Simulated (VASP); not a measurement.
A run of VASP 6.6.1 is set up as follows.

File INCAR:

```
SYSTEM = Si2BiTe5
PREC = Accurate
ENCUT = 520
EDIFF = 1E-6
ISMEAR = 0
SIGMA = 0.1
LREAL = .FALSE.
LASPH = .TRUE.
NELM = 60
ALGO = Normal
ISIF = 2
LWAVE = .FALSE.
LCHARG = .TRUE.
GGA = PE
LELF = .TRUE.
LVHAR = .TRUE.
NBANDS = 36
```

File KPOINTS:

```
Automatic mesh
0
G
  12 12 2
  0 0 0
```

The input POSCAR:

```
Si2BiTe5
1.0
    3.9980642777      0.0000000000      0.0000000000
   -1.9990321389      3.4624252304      0.0000000000
    0.0000000000      0.0000000000     17.1995215464
Si Bi Te
2 1 5
Direct
    0.0000000000      0.0000000000      0.7154350833
    0.3333333333      0.6666666667      0.0964559294
    0.0000000000      0.0000000000      0.3362721506
    0.6666666667      0.3333333333      0.6237407824
    0.3333333333      0.6666666667      0.8053351384
    0.0000000000      0.0000000000      0.0102758867
    0.6666666667      0.3333333333      0.1958715587
    0.3333333333      0.6666666667      0.4496134706
```

Potentials or basis: VASP PAW PBE potentials, release 64 (Si, Bi_d, Te).

The run is started by

```bash
$ cat potpaw_PBE.64/Si/POTCAR potpaw_PBE.64/Bi_d/POTCAR potpaw_PBE.64/Te/POTCAR > POTCAR
$ mpirun -np 1 vasp_std > vasp.out
```

Task: Estimate the pressure.

Result: 0.0 GPa.

Task: Predict the largest force.

Result: 0.018 eV/Å.

Forces on the atoms (eV/Å):
```
Si   0.000  0.000  0.001
Si   0.000  0.000  0.007
Bi   0.000  0.000 -0.015
Te   0.000  0.000 -0.012
Te   0.000  0.000  0.007
Te   0.000  0.000 -0.012
Te   0.000  0.000  0.005
Te   0.000  0.000  0.018
```

Caveat: this functional lacks dispersion, which binds the layers, so the pressure and a relaxed spacing across them are unreliable.
